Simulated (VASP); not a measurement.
Runs of VASP 6.6.1 on Sc. The structure is that of space group Fm-3m (No. 225), or close to it. The cells are those of the table. 

| task | cell | cutoff (eV) | gap on the mesh (eV) | pressure (GPa) |
| --- | --- | --- | --- | --- |
| single point | a = 3.160 Å, angles 60.0°, 1 atom | 520 | none | 0.0 |
| single point | a = 3.149 Å, angles 60.0°, 1 atom | 520 | none | (a) |
| single point | a = 3.170 Å, angles 60.0°, 1 atom | 520 | none | -0.5 |
| relaxation of cell and atoms | relaxed from a = 3.160 Å, angles 60.0°, 1 atom | 600 | none | 0.1 |

Alike in all rows: level LDA; potentials or basis VASP PAW LDA potentials, release 64 (Sc_sv); no spin polarisation; k mesh 8 × 8 × 8; smearing fermi-dirac 0.05 eV.

Task: Fill in the values left out.

Result: (a) 0.6.

Caveats: the relaxation stopped at its first step, so nothing moved (some runs).

A gap of «none» marks levels without a gap at the run's occupations.
